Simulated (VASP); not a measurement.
# ZrO2 (Fm-3m) in VASP: a series of runs

The runs below take ZrO2 through single point, with PBE.

All numbers are computed with VASP 6.6.1; they aren't measurements. Logs are shortened: lines on timing, memory, paths and dates and some standing lists are left out, and cuts for length are marked.

### Step 1. The cell of the first run

It takes space group Fm-3m (No. 225, cubic). Conventional cell: a = 5.087 Å, b = 5.087 Å, c = 5.087 Å, α = 90.00°, β = 90.00°, γ = 90.00°. Within 2.9 Å of Zr (site symmetry m-3m) lie 8 O at 2.20 Å. O (site symmetry -43m) has 4 Zr at 2.20 Å and 6 O at 2.54 Å within 2.9 Å.

### Step 2. Single point, PBE

Contents of INCAR:

```
SYSTEM = ZrO2
ALGO = Normal ; EDIFF = 1E-6
ENCUT = 600 ; GGA = PE
GGA_COMPAT = .False. ; ISIF = 2
ISMEAR = 0 ; LASPH = .True.
LCHARG = .False. ; LREAL = .False.
LWAVE = .False. ; NBANDS = 19
NELM = 120 ; PREC = Accurate
SIGMA = 0.05
```

Contents of KPOINTS:

```
k-points
0
Gamma
  12 12 12
  0 0 0
```

Contents of POSCAR:

```
ZrO2
1.0
    0.0000000000      2.5434207568      2.5434207568
    2.5434207568      0.0000000000      2.5434207568
    2.5434207568      2.5434207568      0.0000000000
Zr O
1 2
Direct
    0.0000000000      0.0000000000      0.0000000000
    0.2500000000      0.2500000000      0.2500000000
    0.7500000000      0.7500000000      0.7500000000
```

Potentials or basis: VASP PAW PBE potentials, release 64 (Zr_sv, O).

Launch:

```console
$ cat potpaw_PBE.64/Zr_sv/POTCAR potpaw_PBE.64/O/POTCAR > POTCAR
$ mpirun -np 1 vasp_std > vasp.out
```

OUTCAR:

```text
SYSTEM = ZrO2
   EDIFF = 1E-6
   ENCUT = 600
   GGA = PE
   ISIF = 2
   ISMEAR = 0
   LASPH = .True.
   LREAL = .False.
   NELM = 120
   PREC = Accurate

 ion  position               nearest neighbor table
   1  0.000  0.000  0.000-   3 2.20   3 2.20   3 2.20   2 2.20   3 2.20   2 2.20   2 2.20   2 2.20

   2  0.250  0.250  0.250-   1 2.20   1 2.20   1 2.20   1 2.20
   3  0.750  0.750  0.750-   1 2.20   1 2.20   1 2.20   1 2.20

  LATTYP: Found a face centered cubic cell.
 ALAT       =     5.0868415136

  Lattice vectors:

 A1 = (   0.0000000000,   2.5434207568,   2.5434207568)
 A2 = (   2.5434207568,   0.0000000000,   2.5434207568)
 A3 = (   2.5434207568,   2.5434207568,   0.0000000000)

Analysis of symmetry for initial positions (statically):
=====================================================================
 Subroutine PRICEL returns:
 Original cell was already a primitive cell.

 Routine SETGRP: Setting up the symmetry group for a
 face centered cubic supercell.

 Subroutine GETGRP returns: Found 48 space group operations
 (whereof 48 operations were pure point group operations)
 out of a pool of 48 trial point group operations.

The static configuration has the point symmetry O_h .

Analysis of symmetry for dynamics (positions and initial velocities):
=====================================================================
 Subroutine PRICEL returns:
 Original cell was already a primitive cell.

 Routine SETGRP: Setting up the symmetry group for a
 face centered cubic supercell.

 Subroutine GETGRP returns: Found 48 space group operations
 (whereof 48 operations were pure point group operations)
 out of a pool of 48 trial point group operations.

The dynamic configuration has the point symmetry O_h .

 Subroutine INISYM returns: Found 48 space group operations
 (whereof 48 operations are pure point group operations),
 and found     1 'primitive' translations

----------------------------------------------------------------------------------------

                                     Primitive cell

  volume of cell :      32.9067

  direct lattice vectors                    reciprocal lattice vectors
     0.000000000  2.543420757  2.543420757    -0.196585641  0.196585641  0.196585641
     2.543420757  0.000000000  2.543420757     0.196585641 -0.196585641  0.196585641
     2.543420757  2.543420757  0.000000000     0.196585641  0.196585641 -0.196585641

  length of vectors
     3.596940129  3.596940129  3.596940129     0.340496318  0.340496318  0.340496318

  position of ions in fractional coordinates (direct lattice)
     0.000000000  0.000000000  0.000000000
     0.250000000  0.250000000  0.250000000
     0.750000000  0.750000000  0.750000000

  ion indices of the primitive-cell ions
   primitive index   ion index
                 1           1
                 2           2
                 3           3

----------------------------------------------------------------------------------------

 KPOINTS: k-points

Automatic generation of k-mesh.
 Grid dimensions read from file:
 generate k-points for:   12   12   12

 Generating k-lattice:

  Cartesian coordinates                     Fractional coordinates (reciprocal lattice)
    -0.016382137  0.016382137  0.016382137     0.083333333  0.000000000  0.000000000
     0.016382137 -0.016382137  0.016382137     0.000000000  0.083333333  0.000000000
     0.016382137  0.016382137 -0.016382137     0.000000000  0.000000000  0.083333333

  Length of vectors
     0.028374693  0.028374693  0.028374693

  Shift w.r.t. Gamma in fractional coordinates (k-lattice)
     0.000000000  0.000000000  0.000000000

 Subroutine IBZKPT returns following result:
 ===========================================

 Found     72 irreducible k-points:

 Following reciprocal coordinates:
            Coordinates               Weight
  0.000000  0.000000  0.000000      1.000000
  0.083333  0.000000  0.000000      8.000000
  0.166667  0.000000  0.000000      8.000000
  0.250000  0.000000  0.000000      8.000000
  0.333333  0.000000  0.000000      8.000000
  0.416667  0.000000  0.000000      8.000000
[... 16 lines left out ...]
  0.500000  0.166667  0.000000     24.000000
 -0.416667  0.166667  0.000000     24.000000
 [... further k-points ...]
   k-points           NKPTS =     72   k-points in BZ     NKDIM =     72   number of bands    NBANDS=     19
   number of dos      NEDOS =    301   number of ions     NIONS =      3
   total plane-waves  NPLWV =  27000
   dimension x,y,z NGX =    30 NGY =   30 NGZ =   30
   dimension x,y,z NGXF=    60 NGYF=   60 NGZF=   60
   ions per type =               1   2
   NGX,Y,Z   is equivalent  to a cutoff of  13.87, 13.87, 13.87 a.u.
   NGXF,Y,Z  is equivalent  to a cutoff of  27.73, 27.73, 27.73 a.u.
 SYSTEM =  ZrO2
   PREC   = accura    normal or accurate (medium, high low for compatibility)
   ISTART =      0    job   : 0-new  1-cont  2-samecut
   ICHARG =      2    charge: 1-file 2-atom 10-const
   ISPIN  =      1    spin polarized calculation?
   LNONCOLLINEAR =      F non collinear calculations
   LSORBIT =      F    spin-orbit coupling
   LASPH  =      T    aspherical Exc in radial PAW
   ENCUT  =  600.0 eV  44.10 Ry    6.64 a.u.   7.18  7.18  7.18*2*pi/ulx,y,z
   NELM   =    120;   NELMIN=  2; NELMDL= -5     # of ELM steps
   EDIFF  = 0.1E-05   stopping-criterion for ELM
   LREAL  =      F    real-space projection
   EDIFFG = 0.1E-04   stopping-criterion for IOM
   NSW    =      0    number of steps for IOM
   IBRION =     -1    ionic relax: 0-MD 1-quasi-New 2-CG
   NFREE  =      0    steps in history (QN), initial steepest desc. (CG)
   ISIF   =      2    stress and relaxation
   ISYM   =      2    0-nonsym 1-usesym 2-fastsym
   POTIM  = 0.5000    time-step for ionic-motion
   TEBEG  =    0.0;   TEEND  =   0.0 temperature during run
   PSTRESS=    0.0 pullay stress
   NELECT =      24.0000    total number of electrons
   NUPDOWN=      -1.0000    fix difference up-down
   EMIN   =  10.00;   EMAX   =-10.00  energy-range for DOS
   EFERMI =   0.00;   METHOD = LEGACY
   ISMEAR =     0;   SIGMA  =   0.05  broadening in eV -4-tet -1-fermi 0-gaus
   EFERMI_NEDOS =   21; number of points for ismear=-14 and -15
   IALGO  =     38    algorithm
   IMIX   =      4    mixing-type and parameters
     AMIX     =   0.40;   BMIX     =  1.00
     AMIX_MAG =   1.60;   BMIX_MAG =  1.00
  volume/ion in A,a.u.               =      10.97        74.02
  Fermi-wavevector in a.u.,A,eV,Ry     =   1.473614  2.784726 29.545566  2.171538
  Thomas-Fermi vector in A             =   2.588486
   LORBIT       =      0    0 simple, 1 ext, 2 COOP (PROOUT), +10 PAW based schemes
   GGA     = PE    functional components
   LHFCALC =     F    Hartree Fock is set to
   AEXX    =    0.0000 exact exchange contribution
   IVDW    =     0    specifies the selected vdW correction
   LEPSILON=     F    determine dielectric tensor
   LRPA    =     F    only Hartree local field effects (RPA)
 non-spin polarized calculation
 Gauss-broadening in eV      SIGMA  =   0.05
  energy-cutoff  :      600.00
  volume of cell :       32.91
 maximum number of plane-waves:      1113
 NGX is ok and might be reduce to    30
   NGX = 15   NGY = 15   NGZ = 15

 number of electron      23.9999995 magnetization

 Free energy of the ion-electron system (eV)
  ---------------------------------------------------
  ext. energy  EPLUGINS =         0.00000000
  ---------------------------------------------------
  free energy    TOTEN  =       -28.56410186 eV

  energy without entropy =      -28.56410186  energy(sigma->0) =      -28.56410186

 E-fermi :   7.4587     XC(G=0): -11.7925

 val. band max:        7.2426047681   @ k =   0.5000   0.5000   0.0000
 cond. band min:      10.6018558691   @ k =   0.0000   0.0000   0.0000
 fundamental gap:      3.3592511010
 Fermi energy:         7.4586773191

 k-point     1 :       0.0000    0.0000    0.0000
  band No.  band energies     occupation
      1     -40.8362      2.00000
      2     -18.6568      2.00000
      3     -18.6568      2.00000
      4     -18.6568      2.00000
      5     -10.9620      2.00000
      6      -8.3984      2.00000
[... 11 lines left out ...]
     18      16.6321      0.00000
     19      21.6439      0.00000

 k-point     2 :       0.0833    0.0000    0.0000
  band No.  band energies     occupation
      1     -40.8331      2.00000
      2     -18.7089      2.00000
      3     -18.6616      2.00000
      4     -18.6616      2.00000
      5     -10.8613      2.00000
      6      -8.4724      2.00000
[... 11 lines left out ...]
     18      16.5243      0.00000
     19      21.4896      0.00000

 k-point     3 :       0.1667    0.0000    0.0000
  band No.  band energies     occupation
      1     -40.8245      2.00000
      2     -18.8459      2.00000
      3     -18.6746      2.00000
      4     -18.6746      2.00000
      5     -10.5966      2.00000
      6      -8.6531      2.00000
[... 11 lines left out ...]
     18      16.2605      0.00000
     19      21.0851      0.00000

 k-point     4 :       0.2500    0.0000    0.0000
  band No.  band energies     occupation
      1     -40.8127      2.00000
      2     -19.0223      2.00000
      3     -18.6923      2.00000
      4     -18.6923      2.00000
      5     -10.2764      2.00000
      6      -8.8344      2.00000
[... 407 lines left out ...]
     18      17.3710      0.00000
     19      21.2178      0.00000

 k-point    23 :       0.5000    0.1667    0.0000
  band No.  band energies     occupation
      1     -40.7851      2.00000
      2     -19.2807      2.00000
      3     -18.8467      2.00000
      4     -18.7537      2.00000
      5      -9.7414      2.00000
      6      -8.9292      2.00000
[... 11 lines left out ...]
     18      17.4257      0.00000
     19      21.5104      0.00000

 k-point    24 :      -0.4167    0.1667    0.0000
  band No.  band energies     occupation
      1     -40.7843      2.00000
      2     -19.2807      2.00000
      3     -18.8694      2.00000
      4     -18.7447      2.00000
      5      -9.7443      2.00000
      6      -8.9098      2.00000
[... 11 lines left out ...]
     18      17.4304      0.00000
     19      21.5925      0.00000

 [... further k-points ...]

------------------------ aborting loop because EDIFF is reached ----------------------------------------

  FORCE on cell =-STRESS in cart. coord.  units (eV):
  Direction    XX          YY          ZZ          XY          YZ          ZX
  --------------------------------------------------------------------------------------
  -------------------------------------------------------------------------------------
  Total        0.8761514      0.8761514      0.8761514     -0.0000000     -0.0000000      0.0000000
  in kB       42.6584530     42.6584530     42.6584530     -0.0000000     -0.0000000      0.0000000
  external PRESSURE =      42.6584530 kB  Pullay stress =       0.0000000 kB

 VOLUME and BASIS-vectors are now :
 -----------------------------------------------------------------------------
  energy-cutoff  :      600.00
  volume of cell :       32.91
      direct lattice vectors                 reciprocal lattice vectors
     0.000000000  2.543420757  2.543420757    -0.196585641  0.196585641  0.196585641
     2.543420757  0.000000000  2.543420757     0.196585641 -0.196585641  0.196585641
     2.543420757  2.543420757  0.000000000     0.196585641  0.196585641 -0.196585641

 POSITION                                       TOTAL-FORCE (eV/Angst)
 -----------------------------------------------------------------------------------
      0.00000      0.00000      0.00000         0.000000      0.000000      0.000000
      1.27171      1.27171      1.27171         0.000000      0.000000      0.000000
      3.81513      3.81513      3.81513        -0.000000     -0.000000     -0.000000
 -----------------------------------------------------------------------------------
    total drift:                                0.000000     -0.000000      0.000000

  FREE ENERGIE OF THE ION-ELECTRON SYSTEM (eV)
  ---------------------------------------------------
  free  energy   TOTEN  =       -28.5641018555 eV

  energy  without entropy=      -28.5641018555  energy(sigma->0) =      -28.56410186
```

Run time: 99 s. Hardware: 1 thread of AMD EPYC 7R13, shared host; peak memory 0.17 GiB.

What came out:

| Property | Result |
| --- | --- |
| Free energy | -28.5641 eV |
| Pressure | 4.3 GPa |
| Band gap on the k mesh | 3.36 eV (least direct gap 3.80 eV) |

Levels at points of the mesh, in eV from the valence-band top:
```
           k point  band 8  band 9  band 10  band 11  band 12  band 13  band 14  band 15  band 16  band 17
(0.00, 0.00, 0.00)   -5.24   -5.24    -0.53    -0.53    -0.53     3.36     3.36     6.59     9.39     9.39
(0.50, 0.00, 0.00)   -4.22   -2.53    -2.48    -1.64    -1.64     4.00     4.00     6.10     8.48     8.48
(0.50, 0.50, 0.00)   -3.15   -3.15    -1.51    -1.51     0.00     3.80     4.75     5.85     7.30     7.30
```

Caveat: the cell stands under pressure.

[end of part 1 of 2]
